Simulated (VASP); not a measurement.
# Si (I4/mmm) in VASP: notebook

Runs on Si. Level: PBE. Tasks: single point.

Program: VASP 6.6.1. These are calculated values, not measurements. Logs are shortened: lines on timing, memory, paths and dates and some standing lists are left out, and cuts for length are marked.

## (1) The cell of the first run

The structure is tetragonal, space group I4/mmm (No. 139). Conventional cell: a = 6.749 Å, b = 6.749 Å, c = 3.593 Å, α = 90.00°, β = 90.00°, γ = 90.00°. Si (site symmetry m2m) has 4 Si at 2.25 to 2.41 Å within 3.0 Å.

## (2) Single point, PBE (20.46 Å³/atom)

Input file INCAR:

```
ALGO = Normal
EDIFF = 1E-6
ENCUT = 520
GGA = PE
ISIF = 2
ISMEAR = 0
LASPH = True
LCHARG = False
LREAL = False
LWAVE = False
NBANDS = 16
NELM = 80
PREC = Accurate
SIGMA = 0.05
```

Input file KPOINTS:

```
k-points
0
Gamma
  12 12 12
```

Input file POSCAR:

```
Si
1.0
   -3.3743268344      3.3743268344      1.7964916066
    3.3743268344     -3.3743268344      1.7964916066
    3.3743268344      3.3743268344     -1.7964916066
Si
4
Direct
    0.1786105079      0.1786105079      0.3572210158
    0.8213894921      0.8213894921      0.6427789842
    0.1786105079      0.8213894921      0.0000000000
    0.8213894921      0.1786105079      0.0000000000
```

Potentials or basis: VASP PAW PBE potentials, release 64 (Si).

Run with:

```bash
> cat potpaw_PBE.64/Si/POTCAR > POTCAR
> mpirun -np 1 vasp_std > vasp.out
```

OUTCAR:

```text
EDIFF = 1E-6
   ENCUT = 520
   GGA = PE
   ISIF = 2
   ISMEAR = 0
   LASPH = True
   LREAL = False
   NELM = 80
   PREC = Accurate

 ion  position               nearest neighbor table
   1  0.179  0.179  0.357-   2 2.25   2 2.25   3 2.41   4 2.41
   2  0.821  0.821  0.643-   1 2.25   1 2.25   4 2.41   3 2.41
   3  0.179  0.821  0.000-   4 2.25   4 2.25   2 2.41   1 2.41
   4  0.821  0.179  0.000-   3 2.25   3 2.25   2 2.41   1 2.41

  LATTYP: Found a body centered tetragonal cell.
 ALAT       =     6.7486536688
 C/A-ratio  =     0.5324000000

  Lattice vectors:

 A1 = (  -3.3743268344,   3.3743268344,   1.7964916066)
 A2 = (   3.3743268344,  -3.3743268344,   1.7964916066)
 A3 = (   3.3743268344,   3.3743268344,  -1.7964916066)

Analysis of symmetry for initial positions (statically):
=====================================================================
 Subroutine PRICEL returns:
 Original cell was already a primitive cell.

 Routine SETGRP: Setting up the symmetry group for a
 body centered tetragonal supercell.

 Subroutine GETGRP returns: Found 16 space group operations
 (whereof 16 operations were pure point group operations)
 out of a pool of 16 trial point group operations.

The static configuration has the point symmetry D_4h.

Analysis of symmetry for dynamics (positions and initial velocities):
=====================================================================
 Subroutine PRICEL returns:
 Original cell was already a primitive cell.

 Routine SETGRP: Setting up the symmetry group for a
 body centered tetragonal supercell.

 Subroutine GETGRP returns: Found 16 space group operations
 (whereof 16 operations were pure point group operations)
 out of a pool of 16 trial point group operations.

The dynamic configuration has the point symmetry D_4h.

 Subroutine INISYM returns: Found 16 space group operations
 (whereof 16 operations are pure point group operations),
 and found     1 'primitive' translations

----------------------------------------------------------------------------------------

                                     Primitive cell

  volume of cell :      81.8200

  direct lattice vectors                    reciprocal lattice vectors
    -3.374326834  3.374326834  1.796491607     0.000000000  0.148177703  0.278320254
     3.374326834 -3.374326834  1.796491607     0.148177703  0.000000000  0.278320254
     3.374326834  3.374326834 -1.796491607     0.148177703  0.148177703  0.000000000

  length of vectors
     5.098974923  5.098974923  5.098974923     0.315307462  0.315307462  0.209554917

  position of ions in fractional coordinates (direct lattice)
     0.178610508  0.178610508  0.357221016
     0.821389492  0.821389492  0.642778984
     0.178610508  0.821389492  0.000000000
     0.821389492  0.178610508  0.000000000

  ion indices of the primitive-cell ions
   primitive index   ion index
                 1           1
                 2           2
                 3           3
                 4           4

----------------------------------------------------------------------------------------

 KPOINTS: k-points

Automatic generation of k-mesh.
 Grid dimensions read from file:
 generate k-points for:   12   12   12

 Generating k-lattice:

  Cartesian coordinates                     Fractional coordinates (reciprocal lattice)
     0.000000000  0.012348142  0.023193354     0.083333333  0.000000000  0.000000000
     0.012348142  0.000000000  0.023193354     0.000000000  0.083333333  0.000000000
     0.012348142  0.012348142  0.000000000     0.000000000  0.000000000  0.083333333

  Length of vectors
     0.026275622  0.026275622  0.017462910

  Shift w.r.t. Gamma in fractional coordinates (k-lattice)
     0.000000000  0.000000000  0.000000000

 Subroutine IBZKPT returns following result:
 ===========================================

 Found    163 irreducible k-points:

 Following reciprocal coordinates:
            Coordinates               Weight
  0.000000  0.000000  0.000000      1.000000
  0.083333  0.000000  0.000000      8.000000
  0.166667  0.000000  0.000000      8.000000
  0.250000  0.000000 -0.000000      8.000000
  0.333333  0.000000  0.000000      8.000000
  0.416667  0.000000 -0.000000      8.000000
[... 16 lines left out ...]
  0.500000  0.166667 -0.000000     16.000000
 -0.416667  0.166667  0.000000     16.000000
 [... further k-points ...]
   k-points           NKPTS =    163   k-points in BZ     NKDIM =    163   number of bands    NBANDS=     16
   number of dos      NEDOS =    301   number of ions     NIONS =      4
   total plane-waves  NPLWV =  64000
   dimension x,y,z NGX =    40 NGY =   40 NGZ =   40
   dimension x,y,z NGXF=    80 NGYF=   80 NGZF=   80
   ions per type =               4
   NGX,Y,Z   is equivalent  to a cutoff of  13.04, 13.04, 13.04 a.u.
   NGXF,Y,Z  is equivalent  to a cutoff of  26.08, 26.08, 26.08 a.u.
 SYSTEM =  unknown system
   PREC   = accura    normal or accurate (medium, high low for compatibility)
   ISTART =      0    job   : 0-new  1-cont  2-samecut
   ICHARG =      2    charge: 1-file 2-atom 10-const
   ISPIN  =      1    spin polarized calculation?
   LNONCOLLINEAR =      F non collinear calculations
   LSORBIT =      F    spin-orbit coupling
   LASPH  =      T    aspherical Exc in radial PAW
   ENCUT  =  520.0 eV  38.22 Ry    6.18 a.u.   9.48  9.48  9.48*2*pi/ulx,y,z
   NELM   =     80;   NELMIN=  2; NELMDL= -5     # of ELM steps
   EDIFF  = 0.1E-05   stopping-criterion for ELM
   LREAL  =      F    real-space projection
   EDIFFG = 0.1E-04   stopping-criterion for IOM
   NSW    =      0    number of steps for IOM
   IBRION =     -1    ionic relax: 0-MD 1-quasi-New 2-CG
   NFREE  =      0    steps in history (QN), initial steepest desc. (CG)
   ISIF   =      2    stress and relaxation
   ISYM   =      2    0-nonsym 1-usesym 2-fastsym
   POTIM  = 0.5000    time-step for ionic-motion
   TEBEG  =    0.0;   TEEND  =   0.0 temperature during run
   PSTRESS=    0.0 pullay stress
   NELECT =      16.0000    total number of electrons
   NUPDOWN=      -1.0000    fix difference up-down
   EMIN   =  10.00;   EMAX   =-10.00  energy-range for DOS
   EFERMI =   0.00;   METHOD = LEGACY
   ISMEAR =     0;   SIGMA  =   0.05  broadening in eV -4-tet -1-fermi 0-gaus
   EFERMI_NEDOS =   21; number of points for ismear=-14 and -15
   IALGO  =     38    algorithm
   IMIX   =      4    mixing-type and parameters
     AMIX     =   0.40;   BMIX     =  1.00
     AMIX_MAG =   1.60;   BMIX_MAG =  1.00
  volume/ion in A,a.u.               =      20.46       138.04
  Fermi-wavevector in a.u.,A,eV,Ry     =   0.950229  1.795673 12.285182  0.902935
  Thomas-Fermi vector in A             =   2.078586
   LORBIT       =      0    0 simple, 1 ext, 2 COOP (PROOUT), +10 PAW based schemes
   GGA     = PE    functional components
   LHFCALC =     F    Hartree Fock is set to
   AEXX    =    0.0000 exact exchange contribution
   IVDW    =     0    specifies the selected vdW correction
   LEPSILON=     F    determine dielectric tensor
   LRPA    =     F    only Hartree local field effects (RPA)
 non-spin polarized calculation
 Gauss-broadening in eV      SIGMA  =   0.05
  energy-cutoff  :      520.00
  volume of cell :       81.82
 maximum number of plane-waves:      2231
 NGX is ok and might be reduce to    40
   NGX = 19   NGY = 19   NGZ = 19

 number of electron      16.0000000 magnetization

 Free energy of the ion-electron system (eV)
  ---------------------------------------------------
  ext. energy  EPLUGINS =         0.00000000
  ---------------------------------------------------
  free energy    TOTEN  =       -21.00154477 eV

  energy without entropy =      -21.00145682  energy(sigma->0) =      -21.00150080

 E-fermi :   5.8516     XC(G=0):  -9.2250

 val. band max:        5.8245298674   @ k =   0.2500   0.2500   0.2500
 cond. band min:       5.8746906510   @ k =   0.5000   0.5000   0.5000
 fundamental gap:      0.0501607836
 Fermi energy:         5.8515669028

 k-point     1 :       0.0000    0.0000    0.0000
  band No.  band energies     occupation
      1      -6.4926      2.00000
      2      -2.6778      2.00000
      3       0.0852      2.00000
      4       0.0852      2.00000
      5       1.8999      2.00000
      6       4.7757      2.00000
[... 8 lines left out ...]
     15      12.0776      0.00000
     16      13.0770      0.00000

 k-point     2 :       0.0833    0.0000    0.0000
  band No.  band energies     occupation
      1      -6.4047      2.00000
      2      -2.6679      2.00000
      3       0.0191      2.00000
      4       0.2134      2.00000
      5       1.9844      2.00000
      6       4.2157      2.00000
[... 8 lines left out ...]
     15      11.4599      0.00000
     16      13.6182      0.00000

 k-point     3 :       0.1667    0.0000    0.0000
  band No.  band energies     occupation
      1      -6.1434      2.00000
      2      -2.6178      2.00000
      3      -0.1715      2.00000
      4       0.5255      2.00000
      5       2.1652      2.00000
      6       3.1194      2.00000
[... 8 lines left out ...]
     15      10.8977      0.00000
     16      13.4836      0.00000

 k-point     4 :       0.2500    0.0000   -0.0000
  band No.  band energies     occupation
      1      -5.7170      2.00000
      2      -2.4890      2.00000
      3      -0.5383      2.00000
      4       0.7063      2.00000
      5       2.1054      2.00000
      6       2.3154      2.00000
[... 8 lines left out ...]
     15      12.3195      0.00000
     16      12.8811      0.00000
[... 324 lines left out ...]
 k-point    22 :       0.4167    0.1667   -0.0000
  band No.  band energies     occupation
      1      -4.1768      2.00000
      2      -2.6216      2.00000
      3      -2.0695      2.00000
      4      -0.1142      2.00000
      5       1.1279      2.00000
      6       2.9465      2.00000
[... 8 lines left out ...]
     15      12.2755      0.00000
     16      13.6279      0.00000

 k-point    23 :       0.5000    0.1667   -0.0000
  band No.  band energies     occupation
      1      -4.7658      2.00000
      2      -2.9691      2.00000
      3      -1.4703      2.00000
      4       0.5559      2.00000
      5       1.2787      2.00000
      6       2.8529      2.00000
[... 8 lines left out ...]
     15      12.2160      0.00000
     16      13.6095      0.00000

 k-point    24 :      -0.4167    0.1667    0.0000
  band No.  band energies     occupation
      1      -5.3715      2.00000
      2      -3.2211      2.00000
      3      -0.8653      2.00000
      4       1.0908      2.00000
      5       1.8451      2.00000
      6       2.8175      2.00000
[... 8 lines left out ...]
     15      11.9764      0.00000
     16      12.9188      0.00000

 [... further k-points ...]

------------------------ aborting loop because EDIFF is reached ----------------------------------------

  FORCE on cell =-STRESS in cart. coord.  units (eV):
  Direction    XX          YY          ZZ          XY          YZ          ZX
  --------------------------------------------------------------------------------------
  -------------------------------------------------------------------------------------
  Total        0.2128653      0.2128653      8.5344636      0.0000000      0.0000000      0.0000000
  in kB        4.1682713      4.1682713    167.1195817      0.0000000      0.0000000      0.0000000
  external PRESSURE =      58.4853747 kB  Pullay stress =       0.0000000 kB

 VOLUME and BASIS-vectors are now :
 -----------------------------------------------------------------------------
  energy-cutoff  :      520.00
  volume of cell :       81.82
      direct lattice vectors                 reciprocal lattice vectors
    -3.374326834  3.374326834  1.796491607     0.000000000  0.148177703  0.278320254
     3.374326834 -3.374326834  1.796491607     0.148177703  0.000000000  0.278320254
     3.374326834  3.374326834 -1.796491607     0.148177703  0.148177703  0.000000000

 POSITION                                       TOTAL-FORCE (eV/Angst)
 -----------------------------------------------------------------------------------
      1.20538      1.20538     -0.00000        -0.664838     -0.664838     -0.000000
      2.16895      2.16895      1.79649         0.664838      0.664838      0.000000
      2.16895     -2.16895      1.79649         0.664838     -0.664838     -0.000000
     -2.16895      2.16895      1.79649        -0.664838      0.664838     -0.000000
 -----------------------------------------------------------------------------------
    total drift:                               -0.000000     -0.000000      0.000000

  FREE ENERGIE OF THE ION-ELECTRON SYSTEM (eV)
  ---------------------------------------------------
  free  energy   TOTEN  =       -21.0015447728 eV

  energy  without entropy=      -21.0014568217  energy(sigma->0) =      -21.00150080
```

It took 7.9 min on 1 thread of Intel Xeon 8259CL, shared host; peak memory 0.29 GiB.

Results:

```
Free energy            : -21.0015 eV
Pressure               : 5.8 GPa
Largest force          : 0.940 eV/Å
Band gap on the k mesh : zero (bands 8 and 9 overlap by 0.05 eV)
```

Forces on the atoms (eV/Å):
```
Si  -0.665 -0.665  0.000
Si   0.665  0.665  0.000
Si   0.665 -0.665  0.000
Si  -0.665  0.665  0.000
```

Levels at points of the mesh, in eV from the Fermi level:
| k point | band 4 | band 5 | band 6 | band 7 | band 8 | band 9 | band 10 | band 11 | band 12 | band 13 |
| --- | --- | --- | --- | --- | --- | --- | --- | --- | --- | --- |
| (0.00, 0.00, 0.00) | -5.77 | -3.95 | -1.08 | -1.08 | -0.54 | 1.13 | 1.13 | 2.12 | 2.88 | 2.88 |
| (0.50, 0.00, 0.00) | -6.48 | -4.56 | -3.63 | -2.36 | -1.74 | 0.67 | 2.04 | 2.76 | 3.30 | 3.88 |
| (0.50, 0.50, 0.00) | -5.08 | -3.14 | -2.36 | -1.49 | -1.18 | 1.78 | 2.34 | 2.55 | 3.60 | 4.74 |
| (0.50, 0.50, 0.50) | -5.25 | -2.35 | -0.22 | -0.22 | 0.02 | 1.21 | 2.72 | 2.88 | 4.49 | 4.80 |

Caveat: the stress differs along the axes, from 0 to 17 GPa; semilocal functionals underestimate gaps, and a narrow one can read as zero.

## (3) Single point, PBE (22.76 Å³/atom)

This run uses another cell than the first one, of 22.76 Å³/atom.

Input file INCAR:

```
PREC = Accurate ; ENCUT = 520
EDIFF = 1E-7 ; ISMEAR = 0
SIGMA = 0.05 ; LREAL = False
LASPH = True ; NELM = 80
ALGO = Normal ; ISIF = 2
LWAVE = False ; LCHARG = False
GGA = PE ; NBANDS = 16
```

Input file KPOINTS:

```
Automatic mesh
0
Gamma
  12 12 12
```

Input file POSCAR:

```
Si
1.0
   -3.3586533431      3.3586533431      2.0175430632
    3.3586533431     -3.3586533431      2.0175430632
    3.3586533431      3.3586533431     -2.0175430632
Si
4
Direct
    0.1786105079      0.1786105079      0.3572210158
    0.8213894921      0.8213894921      0.6427789842
    0.1786105079      0.8213894921      0.0000000000
    0.8213894921      0.1786105079      0.0000000000
```

Potentials or basis: VASP PAW PBE potentials, release 64 (Si).

Run with:

```bash
> cat potpaw_PBE.64/Si/POTCAR > POTCAR
> mpirun -np 1 vasp_std > vasp.out
```

It took 6.8 min on 1 thread of Intel Xeon Platinum 8375C at 2.90GHz (Ice Lake), shared host; peak memory 0.33 GiB.

Results (log left out):

```yaml
Free_energy: -21.1880 eV
Pressure: -3.8 GPa
Largest_force: 0.270 eV/Å
Band_gap_on_the_k_mesh: 0.05 eV
```

Forces in eV/Å, atoms in the order of the input:
```
Si   0.191  0.191  0.000
Si  -0.191 -0.191  0.000
Si  -0.191  0.191  0.000
Si   0.191 -0.191  0.000
```

Stress tensor (GPa, compression positive):
```
-1.73  0.00  0.00
 0.00 -1.73  0.00
 0.00  0.00 -7.93
```

Levels at points of the mesh, in eV from the valence-band top:
| k point | band 6 | band 7 | band 8 | band 9 | band 10 | band 11 |
| --- | --- | --- | --- | --- | --- | --- |
| (0.00, 0.00, 0.00) | -1.58 | -1.58 | -0.64 | 1.16 | 1.36 | 1.36 |
| (0.50, 0.00, 0.00) | -3.28 | -2.30 | -1.26 | 0.97 | 2.41 | 3.11 |
| (0.50, 0.50, 0.00) | -2.11 | -1.72 | -1.60 | 1.22 | 1.64 | 1.96 |
| (0.50, 0.50, 0.50) | -0.30 | 0.00 | 0.00 | 0.05 | 2.25 | 3.70 |

Caveat: the stress differs along the axes, from -8 to -2 GPa. A k mesh can miss the band edges.

[end of part 1 of 2]

The gap in the log of VASP goes by the Fermi energy; the results here count the filled bands.